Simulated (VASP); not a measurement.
# Ag in VASP: single point with PBE

Aim: the single point of Ag with PBE.

Everything below comes from runs of VASP 6.6.1. Logs are shortened: lines on timing, memory, paths and dates and some standing lists are left out, and cuts for length are marked.

### 1 The cell of the first run

The cell holds a slab with vacuum, 3 atoms: a = 2.889 Å, b = 2.889 Å, c = 16.718 Å, α = 90.00°, β = 90.00°, γ = 60.00°.

### 2 Single point, PBE

Contents of INCAR:

```
SYSTEM = Ag
  PREC = Accurate
  ENCUT = 400
  EDIFF = 1E-6
  ISMEAR = -1
  SIGMA = 0.05
  LREAL = .FALSE.
  LASPH = .TRUE.
  NELM = 120
  ALGO = Normal
  ISIF = 2
  LWAVE = .FALSE.
  LCHARG = .FALSE.
  LDIPOL = .TRUE.
  IDIPOL = 3
  DIPOL = 0.5 0.5 0.500
  GGA = PE
  NBANDS = 24
  GGA_COMPAT = .FALSE.
  NELMDL = -8
```

Contents of KPOINTS:

```
Automatic mesh
0
G
  8 8 1
  0 0 0
```

Contents of POSCAR:

```
Ag
1.0
    2.8888847545      0.0000000000      0.0000000000
    1.4444423773      2.5018475860      0.0000000000
    0.0000000000      0.0000000000     16.7175290495
Ag
3
Direct
    0.0000000000      0.0000000000      0.3589047151
    0.3333333333      0.3333333333      0.5000000000
    0.6666666667      0.6666666667      0.6410952849
```

Potentials or basis: VASP PAW PBE potentials, release 64 (Ag).

The run is started by

```bash
$ cat potpaw_PBE.64/Ag/POTCAR > POTCAR
$ mpirun -np 1 vasp_std > vasp.out
```

OUTCAR:

```text
SYSTEM = Ag
   PREC = Accurate
   ENCUT = 400
   EDIFF = 1E-6
   ISMEAR = -1
   LREAL = .FALSE.
   LASPH = .TRUE.
   NELM = 120
   ISIF = 2
   GGA = PE
   NELMDL = -8

 ion  position               nearest neighbor table
   1  0.000  0.000  0.359-   2 2.89   2 2.89   2 2.89
   2  0.333  0.333  0.500-   3 2.89   3 2.89   1 2.89   1 2.89   1 2.89   3 2.89
   3  0.667  0.667  0.641-   2 2.89   2 2.89   2 2.89

  LATTYP: Found a hexagonal cell.
 ALAT       =     2.8888847545
 C/A-ratio  =     5.7868452604

  Lattice vectors:

 A1 = (  -1.4444423773,  -2.5018475860,   0.0000000000)
 A2 = (   2.8888847545,   0.0000000000,   0.0000000000)
 A3 = (   0.0000000000,   0.0000000000,  16.7175290495)

Analysis of symmetry for initial positions (statically):
=====================================================================
 Subroutine PRICEL returns:
 Original cell was already a primitive cell.

 Routine SETGRP: Setting up the symmetry group for a
 hexagonal supercell.

 Subroutine GETGRP returns: Found 12 space group operations
 (whereof  6 operations were pure point group operations)
 out of a pool of 24 trial point group operations.

The static configuration has the point symmetry C_3v.
 The point group associated with its full space group is D_3d.

Analysis of symmetry for dynamics (positions and initial velocities):
=====================================================================
 Subroutine PRICEL returns:
 Original cell was already a primitive cell.

 Routine SETGRP: Setting up the symmetry group for a
 hexagonal supercell.

 Subroutine GETGRP returns: Found 12 space group operations
 (whereof  6 operations were pure point group operations)
 out of a pool of 24 trial point group operations.

The dynamic configuration has the point symmetry C_3v.
 The point group associated with its full space group is D_3d.

 Subroutine INISYM returns: Found 12 space group operations
 (whereof  6 operations are pure point group operations),
 and found     1 'primitive' translations

----------------------------------------------------------------------------------------

                                     Primitive cell

  volume of cell :     120.8268

  direct lattice vectors                    reciprocal lattice vectors
     2.888884754  0.000000000  0.000000000     0.346154342 -0.199852302  0.000000000
     1.444442377  2.501847586  0.000000000     0.000000000  0.399704605  0.000000000
     0.000000000  0.000000000 16.717529050     0.000000000  0.000000000  0.059817453

  length of vectors
     2.888884754  2.888884755 16.717529050     0.399704605  0.399704605  0.059817453

  position of ions in fractional coordinates (direct lattice)
     0.000000000  0.000000000  0.358904715
     0.333333333  0.333333333  0.500000000
     0.666666667  0.666666667  0.641095285

  ion indices of the primitive-cell ions
   primitive index   ion index
                 1           1
                 2           2
                 3           3

----------------------------------------------------------------------------------------

 KPOINTS: Automatic mesh

Automatic generation of k-mesh.
 Grid dimensions read from file:
 generate k-points for:    8    8    1

 Generating k-lattice:

  Cartesian coordinates                     Fractional coordinates (reciprocal lattice)
     0.043269293 -0.024981538  0.000000000     0.125000000  0.000000000  0.000000000
     0.000000000  0.049963076  0.000000000     0.000000000  0.125000000  0.000000000
     0.000000000  0.000000000  0.059817453     0.000000000  0.000000000  1.000000000

  Length of vectors
     0.049963076  0.049963076  0.059817453

  Shift w.r.t. Gamma in fractional coordinates (k-lattice)
     0.000000000  0.000000000  0.000000000

 Subroutine IBZKPT returns following result:
 ===========================================

 Found     10 irreducible k-points:

 Following reciprocal coordinates:
            Coordinates               Weight
  0.000000  0.000000  0.000000      1.000000
  0.125000 -0.000000  0.000000      6.000000
  0.250000 -0.000000  0.000000      6.000000
  0.375000  0.000000  0.000000      6.000000
  0.500000 -0.000000  0.000000      3.000000
  0.250000  0.125000  0.000000      6.000000
  0.375000  0.125000  0.000000     12.000000
  0.500000  0.125000  0.000000     12.000000
  0.500000  0.250000  0.000000      6.000000
 -0.375000  0.250000  0.000000      6.000000
   k-points           NKPTS =     10   k-points in BZ     NKDIM =     10   number of bands    NBANDS=     24
   number of dos      NEDOS =    301   number of ions     NIONS =      3
   total plane-waves  NPLWV =  44800
   dimension x,y,z NGX =    20 NGY =   20 NGZ =  112
   dimension x,y,z NGXF=    40 NGYF=   40 NGZF=  224
   ions per type =               3
   NGX,Y,Z   is equivalent  to a cutoff of  11.51, 11.51, 11.14 a.u.
   NGXF,Y,Z  is equivalent  to a cutoff of  23.02, 23.02, 22.28 a.u.
 SYSTEM =  Ag
   PREC   = accura    normal or accurate (medium, high low for compatibility)
   ISTART =      0    job   : 0-new  1-cont  2-samecut
   ICHARG =      2    charge: 1-file 2-atom 10-const
   ISPIN  =      1    spin polarized calculation?
   LNONCOLLINEAR =      F non collinear calculations
   LSORBIT =      F    spin-orbit coupling
   LASPH  =      T    aspherical Exc in radial PAW
   ENCUT  =  400.0 eV  29.40 Ry    5.42 a.u.   4.71  4.71 27.26*2*pi/ulx,y,z
   NELM   =    120;   NELMIN=  2; NELMDL= -8     # of ELM steps
   EDIFF  = 0.1E-05   stopping-criterion for ELM
   LREAL  =      F    real-space projection
   EDIFFG = 0.1E-04   stopping-criterion for IOM
   NSW    =      0    number of steps for IOM
   IBRION =     -1    ionic relax: 0-MD 1-quasi-New 2-CG
   NFREE  =      0    steps in history (QN), initial steepest desc. (CG)
   ISIF   =      2    stress and relaxation
   ISYM   =      2    0-nonsym 1-usesym 2-fastsym
   POTIM  = 0.5000    time-step for ionic-motion
   TEBEG  =    0.0;   TEEND  =   0.0 temperature during run
   PSTRESS=    0.0 pullay stress
   NELECT =      33.0000    total number of electrons
   NUPDOWN=      -1.0000    fix difference up-down
   EMIN   =  10.00;   EMAX   =-10.00  energy-range for DOS
   EFERMI =   0.00;   METHOD = LEGACY
   ISMEAR =    -1;   SIGMA  =   0.05  broadening in eV -4-tet -1-fermi 0-gaus
   EFERMI_NEDOS =   21; number of points for ismear=-14 and -15
   IALGO  =     38    algorithm
   IMIX   =      4    mixing-type and parameters
     AMIX     =   0.40;   BMIX     =  1.00
     AMIX_MAG =   1.60;   BMIX_MAG =  1.00
  volume/ion in A,a.u.               =      40.28       271.79
  Fermi-wavevector in a.u.,A,eV,Ry     =   1.062164  2.007200 15.350002  1.128193
  Thomas-Fermi vector in A             =   2.197606
   LORBIT       =      0    0 simple, 1 ext, 2 COOP (PROOUT), +10 PAW based schemes
   GGA     = PE    functional components
   LHFCALC =     F    Hartree Fock is set to
   AEXX    =    0.0000 exact exchange contribution
   IVDW    =     0    specifies the selected vdW correction
   LEPSILON=     F    determine dielectric tensor
   LRPA    =     F    only Hartree local field effects (RPA)
 non-spin polarized calculation
  energy-cutoff  :      400.00
  volume of cell :      120.83
 maximum number of plane-waves:      2212
   NGX =  9   NGY =  9   NGZ = 55

 number of electron      33.0000000 magnetization

 dipolmoment           0.000000      0.000000      0.000000 electrons x Angstroem

 Free energy of the ion-electron system (eV)
  ---------------------------------------------------
  ext. energy  EPLUGINS =         0.00000000
  ---------------------------------------------------
  free energy    TOTEN  =        -7.42542383 eV

  energy without entropy =       -7.40301491  energy(sigma->0) =       -7.41421937

 E-fermi :   0.9803     XC(G=0):  -6.1600

 val. band max:        0.9493699007   @ k =   0.2500   0.1250   0.0000
 cond. band min:       0.9847535292   @ k =   0.5000   0.1250   0.0000
 fundamental gap:      0.0353836285
 Fermi energy:         0.9803071798

 k-point     1 :       0.0000    0.0000    0.0000
  band No.  band energies     occupation
      1      -6.1295      2.00000
      2      -5.1644      2.00000
      3      -5.0288      2.00000
      4      -3.7354      2.00000
      5      -3.7037      2.00000
      6      -3.7037      2.00000
[... 16 lines left out ...]
     23       9.6528      0.00000
     24      10.0280      0.00000

 k-point     2 :       0.1250   -0.0000    0.0000
  band No.  band energies     occupation
      1      -5.7223      2.00000
      2      -4.9053      2.00000
      3      -4.6815      2.00000
      4      -3.8535      2.00000
      5      -3.7712      2.00000
      6      -3.6921      2.00000
[... 16 lines left out ...]
     23      10.0137      0.00000
     24      10.3755      0.00000

 k-point     3 :       0.2500   -0.0000    0.0000
  band No.  band energies     occupation
      1      -4.9797      2.00000
      2      -4.6751      2.00000
      3      -4.3675      2.00000
      4      -4.2176      2.00000
      5      -3.8772      2.00000
      6      -3.6590      2.00000
[... 16 lines left out ...]
     23      10.9109      0.00000
     24      11.0819      0.00000
[... 136 lines left out ...]
 k-point     9 :       0.5000    0.2500    0.0000
  band No.  band energies     occupation
      1      -4.6235      2.00000
      2      -4.4962      2.00000
      3      -4.3786      2.00000
      4      -4.1050      2.00000
      5      -3.8291      2.00000
      6      -3.8048      2.00000
[... 16 lines left out ...]
     23       9.3129      0.00000
     24       9.3769      0.00000

 k-point    10 :      -0.3750    0.2500    0.0000
  band No.  band energies     occupation
      1      -4.6279      2.00000
      2      -4.4239      2.00000
      3      -4.3613      2.00000
      4      -4.2417      2.00000
      5      -3.7829      2.00000
      6      -3.7217      2.00000
[... 16 lines left out ...]
     23       8.5864      0.00000
     24      10.2238      0.00000

------------------------ aborting loop because EDIFF is reached ----------------------------------------

 vacuum level on the upper side and lower side of the slab       (xc-potential included)        -0.346        -0.347

  FORCE on cell =-STRESS in cart. coord.  units (eV):
  Direction    XX          YY          ZZ          XY          YZ          ZX
  --------------------------------------------------------------------------------------
  -------------------------------------------------------------------------------------
  Total        0.3117589      0.3117589      0.4749535      0.0000000      0.0000000     -0.0000000
  in kB        4.1339605      4.1339605      6.2979398      0.0000000      0.0000000     -0.0000000
  external PRESSURE =       4.8552870 kB  Pullay stress =       0.0000000 kB

 VOLUME and BASIS-vectors are now :
 -----------------------------------------------------------------------------
  energy-cutoff  :      400.00
  volume of cell :      120.83
      direct lattice vectors                 reciprocal lattice vectors
     2.888884754  0.000000000  0.000000000     0.346154342 -0.199852302  0.000000000
     1.444442377  2.501847586  0.000000000     0.000000000  0.399704605  0.000000000
     0.000000000  0.000000000 16.717529050     0.000000000  0.000000000  0.059817453

 POSITION                                       TOTAL-FORCE (eV/Angst)
 -----------------------------------------------------------------------------------
      0.00000      0.00000      6.00000        -0.000000     -0.000000     -0.131615
      1.44444      0.83395      8.35876         0.000000      0.000000      0.000000
      2.88888      1.66790     10.71753         0.000000     -0.000000      0.131615
 -----------------------------------------------------------------------------------
    total drift:                               -0.000000     -0.000000     -0.000011

  FREE ENERGIE OF THE ION-ELECTRON SYSTEM (eV)
  ---------------------------------------------------
  free  energy   TOTEN  =        -7.4254238347 eV

  energy  without entropy=       -7.4030149099  energy(sigma->0) =       -7.41421937

 vacuum level on the upper side and lower side of the slab         5.198         5.197
```

It took 30 s on 1 thread of Intel Xeon Platinum 8559C (Emerald Rapids), shared host; peak memory 0.19 GiB.

Results:

```
Free energy            : -7.4254 eV
Largest force          : 0.132 eV/Å
Band gap on the k mesh : zero (an odd number of electrons rules out a gap without spin polarisation)
```

Forces in eV/Å, atoms in the order of the input:
```
Ag   0.000  0.000 -0.132
Ag   0.000  0.000  0.000
Ag   0.000  0.000  0.132
```
